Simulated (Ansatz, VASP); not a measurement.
**Two plane-wave programs on ZnO**

INCAR

```
PREC = Accurate
ENCUT = 1340
EDIFF = 1E-6
ISMEAR = -1
SIGMA = 0.02
LREAL = False
LASPH = True
NELM = 120
ALGO = Normal
ISIF = 2
LWAVE = False
LCHARG = False
GGA = PE
NBANDS = 16
GGA_COMPAT = False
```

KPOINTS

```
Automatic mesh
0
Gamma
  10 10 10
```

File POSCAR:

```
ZnO
1.0
    0.0991186987      2.1511656889      2.1511656889
    2.1511656889      0.0991186987      2.1511656889
    2.1511656889      2.1511656889      0.0991186987
Zn O
1 1
Direct
    0.0000000000      0.0000000000      0.0000000000
    0.5000000000      0.5000000000      0.5000000000
```

Input for Ansatz:

```yaml
crystal:
  lattice:
    - [0.0991186987, 2.1511656889, 2.1511656889]
    - [2.1511656889, 0.0991186987, 2.1511656889]
    - [2.1511656889, 2.1511656889, 0.0991186987]
  atoms:
    - { symbol: Zn, position: [0.0, 0.0, 0.0] }
    - { symbol: O, position: [0.5, 0.5, 0.5] }
kpoints:
  mp_grid: { grid: [10, 10, 10] }
  band_path:
    path:
      - [0.0, 0.0, 0.0]
      - [0.5, 0.0, 0.5]
      - [0.625, 0.25, 0.625]
      - [0.375, 0.375, 0.75]
      - [0.5, 0.5, 0.5]
      - [0.5, 0.25, 0.75]
    npoints: 1
hamiltonian:
  xc: pbe
scf:
  occupations: { method: fermi_dirac, width: 0.02 }
  n_extra_bands: 4
output:
  forces: true
  stress: true
  eigenvalues: true
```

Change from the starting cell: epitaxial_111 strain -3.8%.

Alike in both runs: task single point; functional PBE; k mesh 10 × 10 × 10; occupations fermi-dirac, width 0.02 eV; no spin polarisation.

|  | VASP | Ansatz |
| --- | --- | --- |
| version | VASP 6.6.1 | Ansatz 0.2.0 |
| potentials or method | VASP PAW PBE potentials, release 64 (Zn, O_h) | plane waves, PAW |
| plane-wave cutoff (eV) | 1340 | 420 |
| valence electrons in the cell | 18 | 18 |

Ansatz gave:

| Item | Value |
| --- | --- |
| gap on the k mesh at the Fermi level (eV) | 1.07 |
| pressure (GPa) | 18.2 |
| traceless stress, the component that is largest in VASP (GPa) | -4.30 |

**Question.** What did VASP give for the same quantities?

**Answer.** gap on the k mesh at the Fermi level (eV): 1.03; pressure (GPa): 19.4; traceless stress, the component that is largest in VASP (GPa): -4.23.

The functional is the same, so the differences come from potentials, cutoffs and numerics.
